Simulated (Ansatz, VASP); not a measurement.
Two plane-wave programs on AlN

The input POSCAR:

```
AlN
1.0
    0.0000000000      2.1544765148      2.1544765148
    2.1544765148      0.0000000000      2.1544765148
    2.1544765148      2.1544765148      0.0000000000
Al N
1 1
Direct
    0.0000000000      0.0000000000      0.0000000000
    0.2500000000      0.2500000000      0.2500000000
```

INCAR.step1

```
SYSTEM = AlN
  PREC = Accurate
  ENCUT = 520
  EDIFF = 1E-5
  ISMEAR = -1
  SIGMA = 0.05
  LREAL = .FALSE.
  LASPH = .TRUE.
  NELM = 100
  ALGO = Normal
  ISIF = 2
  LWAVE = .TRUE.
  LCHARG = .FALSE.
  GGA = PE
  NBANDS = 11
```

The input INCAR.step2:

```
SYSTEM = AlN
  PREC = Accurate
  ENCUT = 520
  EDIFF = 1E-6
  ISMEAR = -1
  SIGMA = 0.05
  LREAL = .FALSE.
  LASPH = .TRUE.
  NELM = 100
  ALGO = Normal
  ISIF = 2
  LWAVE = .FALSE.
  LCHARG = .FALSE.
  GGA = B5
  LHFCALC = .TRUE.
  AEXX = 0.2
  AGGAX = 0.72
  AGGAC = 0.81
  ALDAC = 0.19
  PRECFOCK = Normal
  ISTART = 1
  NBANDS = 11
```

Contents of KPOINTS:

```
regular mesh
0
G
  5 5 5
  0 0 0
```

File input.yaml:

```yaml
crystal:
  lattice:
    - [0.0, 2.1544765148, 2.1544765148]
    - [2.1544765148, 0.0, 2.1544765148]
    - [2.1544765148, 2.1544765148, 0.0]
  atoms:
    - { symbol: Al, position: [0.0, 0.0, 0.0] }
    - { symbol: "N", position: [0.25, 0.25, 0.25] }
hamiltonian:
  xc: b3lyp5
  pseudopotentials: { kind: paw }
kpoints:
  mp_grid: { grid: [5, 5, 5] }
scf:
  occupations: { method: fermi_dirac, width: 0.05 }
output:
  forces: true
  stress: true
  eigenvalues: true
```

Alike in both runs: task single point; functional B3LYP5; k mesh 5 × 5 × 5; occupations fermi-dirac, width 0.05 eV; no spin polarisation.

|  | VASP | Ansatz |
| --- | --- | --- |
| version | VASP 6.6.1 | Ansatz 0.2.0 |
| potentials or method | VASP PAW PBE potentials, release 64 (Al, N) | Ansatz PAW |
| plane-wave cutoff (eV) | 520 | 420 |
| valence electrons in the cell | 8 | 8 |

|  | VASP | Ansatz | Ansatz less VASP |
| --- | --- | --- | --- |
| gap on the k mesh at the Fermi level (eV) | 5.93 | 5.92 | -0.006 |
| least direct gap on the mesh (eV) | 6.60 | 6.59 | -0.003 |
| pressure (GPa) | 12.9 | 12.0 | -0.81 |

VASP's potentials were made for PBE, not for B3LYP5. The functional is the same, so the differences come from potentials, cutoffs and numerics.

The k mesh is coarse, so the values compare programs but aren't converged. Noted on Ansatz's run: odd divisions of the mesh miss points on the zone boundary, where band edges often lie, so the gap on the mesh can be too wide.
